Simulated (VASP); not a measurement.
Zr2Cl:

```
CELL_PARAMETERS angstrom
4.54156 0.00000 0.00000
0.00000 4.54156 0.00000
0.00000 0.00000 3.05201
ATOMIC_POSITIONS crystal
Zr 0.00000 0.50000 0.50000
Zr 0.50000 0.00000 0.50000
Cl 0.50000 0.50000 0.00000
```

```yaml
Program: VASP 6.6.1
Task: relaxation of cell and atoms
Functional: PBE
Potentials_or_basis: VASP PAW PBE potentials, release 64 (Zr_sv, Cl)
Cutoff: 600 eV
k_mesh: 10 × 10 × 16
Occupations: gaussian, width 0.1 eV
Spin: no spin polarisation
```

At the start: pressure -0.0 GPa; volume 20.98 Å³/atom.

Q: Where does the relaxation end?

A: Over 6 steps the energy falls by 5.0 meV/atom and the volume is 20.90 Å³/atom (-0.4 %); space group P4/mmm (No. 123, to 0.05 Å).

The path:
```csv
step,energy change (eV),largest force (eV/Å),pressure (GPa),volume (Å³)
1,0.0000,0.0000,-0.05,62.95
2,-0.0144,0.0000,-0.19,62.88
3,-0.0148,0.0000,-0.20,62.87
4,-0.0148,0.0000,-0.20,62.87
5,-0.0148,0.0000,0.12,62.62
6,-0.0149,0.0000,0.00,62.71
```

Final structure:
```
Zr Cl
1.0
     4.49310    0.00000    0.00000
     0.00000    4.49310    0.00000
     0.00000    0.00000    3.10654
Zr Cl
2 1
Direct
  0.00000 0.50000 0.50000
  0.50000 0.00000 0.50000
  0.50000 0.50000 0.00000
```

Caveat: an odd number of electrons without spin polarisation forces a metal; a magnetic or distorted state may lie lower.
